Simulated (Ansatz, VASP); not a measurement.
## MoS2 in VASP and in Ansatz

```
CELL_PARAMETERS angstrom
3.16100 0.04742 0.04742
-1.53944 2.71380 0.01736
0.18443 0.18443 12.29500
ATOMIC_POSITIONS crystal
Mo 0.33333 0.66667 0.25000
Mo 0.66667 0.33333 0.75000
S 0.33333 0.66667 0.62750
S 0.66667 0.33333 0.12750
S 0.33333 0.66667 0.87250
S 0.66667 0.33333 0.37250
```

Change from the starting cell: equal xy, yz and zx shear strains of +3 %, crystal datasets.

Alike in both runs: task electric field gradients; functional LDA; k mesh 10 × 10 × 3; occupations fermi-dirac, width 0.03 eV; no spin polarisation.

```csv
,VASP,Ansatz
version,VASP 6.6.1,Ansatz 0.2.0
potentials or method,"VASP PAW LDA potentials, release 64 (Mo_sv, S), cutoff 520 eV","all-electron PAW with datasets made for the crystal, scalar-relativistic"
```

```csv
,VASP,Ansatz,Ansatz less VASP
pressure (GPa),1.6,1.6,-0.05
"traceless stress, the component that is largest in VASP (GPa)",4.52,4.56,+0.041
rms of the force components (eV/Å),0.497,0.495,-0.0027
size of Vzz on the site where it differs most (V/Å²),104.8,101.3,-3.48
```

LDA's correlation is that of Perdew and Zunger in VASP and of Perdew and Wang (1992) in Ansatz. Atom by atom the forces differ by 0.004 eV/Å (rms over components). Ansatz ran all-electron here, and VASP with PAW potentials.
